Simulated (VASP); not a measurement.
Set up this calculation in VASP 6.6.1, as the native input.

```yaml
Task: single point
Functional: PBEsol
Dispersion: D4
Potentials_or_basis: VASP PAW PBE potentials, release 64 (Te, Cd)
Cutoff: 520 eV
k_mesh: 7 × 7 × 7
Occupations: methfessel-paxton, width 0.01 eV
Spin: collinear spin
Starting_moments: "[1.0, 0.0] μB"
Fixed_moment: 1 μB
Dipole_correction: no
Further_INCAR_settings: ALGO = Normal; EDIFF = 1e-07; NBANDS = 20
```

The structure of CdTe lies in POSCAR:

```
CdTe
1.0
    0.0000000000      3.2050000000      3.2050000000
    3.2050000000      0.0000000000      3.2050000000
    3.2050000000      3.2050000000      0.0000000000
Te Cd
1 1
Direct
    0.7500000000      0.7500000000      0.7500000000
    0.0000000000      0.0000000000      0.0000000000
```

These files were run (other wordings do the same):

INCAR

```
PREC = Accurate
ENCUT = 520
EDIFF = 1E-7
ISMEAR = 1
SIGMA = 0.01
LREAL = False
LASPH = True
NELM = 150
ALGO = Normal
ISIF = 2
LWAVE = False
LCHARG = False
ISPIN = 2
MAGMOM = 1 0
LORBIT = 11
NUPDOWN = 1.0
GGA = PS
IVDW = 13
NBANDS = 20
```

KPOINTS

```
Automatic mesh
0
Gamma
  7 7 7
```

Potentials or basis: VASP PAW PBE potentials, release 64 (Te, Cd).

Launch:

```bash
$ cat potpaw_PBE.64/Te/POTCAR potpaw_PBE.64/Cd/POTCAR > POTCAR
$ mpirun -np 1 vasp_std > vasp.out
```

It gave:

| Item | Value |
| --- | --- |
| Pressure | 4.0 GPa |
| Net moment | 1.00 μB per cell |
| Site moments | Te +0.35; Cd +0.17 μB |
| Valence electrons inside the program's atomic spheres | Te 3.38; Cd 10.38 |
| Dispersion energy per atom | -0.221 eV |

Caveat: the cell stands under pressure; the PAW data sets were made with another functional, which shifts forces and pressure a little; the total moment is fixed, so each spin has its own Fermi level and the state may be an excited one.

Run time: 61 s on 1 thread of Intel Xeon 8259CL, on a shared host, peak memory 0.26 GiB.
